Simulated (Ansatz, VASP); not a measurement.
**Two plane-wave programs on Ta**

Contents of INCAR:

```
SYSTEM = Ta
ALGO = Fast
EDIFF = 1E-7
ENCUT = 520
GGA = PS
ISIF = 2
ISMEAR = 0
LASPH = .TRUE.
LCHARG = .TRUE.
LELF = .TRUE.
LREAL = .FALSE.
LVHAR = .TRUE.
LWAVE = .FALSE.
NBANDS = 12
NELM = 80
PREC = Accurate
SIGMA = 0.15
```

The input KPOINTS:

```
k-points
0
G
  26 26 26
  0 0 0
```

The input POSCAR:

```
Ta
1.0
   -1.7714805432      1.7714805432      1.5090389812
    1.7714805432     -1.7714805432      1.5090389812
    1.7714805432      1.7714805432     -1.5090389812
Ta
1
Direct
    0.0000000000      0.0000000000      0.0000000000
```

Input for Ansatz:

```yaml
crystal:
  lattice:
    - [-1.7714805432, 1.7714805432, 1.5090389812]
    - [1.7714805432, -1.7714805432, 1.5090389812]
    - [1.7714805432, 1.7714805432, -1.5090389812]
  atoms:
    - { symbol: Ta, position: [0.0, 0.0, 0.0] }
basis:
  ecutwfc: 420
kpoints:
  mp_grid: { grid: [26, 26, 26] }
hamiltonian:
  xc: pbesol
scf:
  occupations: { method: gaussian, width: 0.15 }
output:
  forces: true
  stress: true
  eigenvalues: true
```

Change from the starting cell: strain +0.080 along x and y, -0.080 along z, atoms carried along.

Alike in both runs: task single point; functional PBEsol; k mesh 26 × 26 × 26; occupations gaussian, width 0.15 eV; no spin polarisation.

|  | VASP | Ansatz |
| --- | --- | --- |
| version | VASP 6.6.1 | Ansatz 0.2.0 |
| potentials or method | VASP PAW PBE potentials, release 64 (Ta_pv), cutoff 520 eV | scalar-relativistic, plane waves, PAW |
| valence electrons in the cell | 11 | 13 |

Ansatz gave:

| Property | Result |
| --- | --- |
| gap on the k mesh at the Fermi level (eV) | none |
| pressure (GPa) | -10.5 |
| traceless stress, the component that is largest in VASP (GPa) | 6.48 |

Estimate VASP's values.

gap on the k mesh at the Fermi level (eV): none; pressure (GPa): -10.4; traceless stress, the component that is largest in VASP (GPa): 6.45.

VASP's potentials were made for PBE, not for PBEsol. A gap of «none» marks a metal or a gap that the smearing closes. The functional is the same, so the differences come from potentials, cutoffs and numerics. VASP's potentials hold 11 valence electrons a cell and Ansatz's 13, so a difference there can come from the potentials and not from the codes.

Neither program's run includes spin-orbit coupling.
